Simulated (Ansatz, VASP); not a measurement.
# One calculation of GdFeTe, two programs

```
Te Fe Gd
1.0
     4.14659    0.00000    0.00000
     0.00000    4.14659    0.00000
     0.00000    0.00000    8.88903
Te Fe Gd
2 2 2
Direct
  0.00000 0.50000 0.62870
  0.50000 0.00000 0.37130
  0.00000 0.00000 0.00000
  0.50000 0.50000 0.00000
  0.00000 0.50000 0.27340
  0.50000 0.00000 0.72660
```

Alike in both runs: task single point; functional PBE; k mesh 6 × 6 × 3; occupations fermi-dirac, width 0.0153 eV; collinear spin.

```csv
,VASP,Ansatz
version,VASP 6.6.1,Ansatz 0.2.0
potentials or method,"VASP PAW PBE potentials, release 64 (Te, Fe, Gd), cutoff 520 eV",PAW plane waves
valence electrons in the cell,64,100
```

Ansatz gave:

```
pressure (GPa)                                                : -0.2
traceless stress, the component that is largest in VASP (GPa) : 1.82
rms of the force components (eV/Å)                            : 0.281
net moment per atom (μB)                                      : 3.21
size of the moment on the site where the two differ most (μB) : 6.81
```

Q: What did VASP give for the same quantities?

A: Pressure (GPa): -0.2; traceless stress, the component that is largest in VASP (GPa): 1.77; rms of the force components (eV/Å): 0.282; net moment per atom (μB): 3.21; size of the moment on the site where the two differ most (μB): 6.67.

Site moments also hang on the region over which each program counts them. Atom by atom the forces differ by 0.003 eV/Å (rms over components). The functional is the same, so the differences come from potentials, cutoffs and numerics. VASP's potentials hold 64 valence electrons a cell and Ansatz's 100, so a difference there can come from the potentials and not from the codes.

Spin-orbit coupling is off throughout.
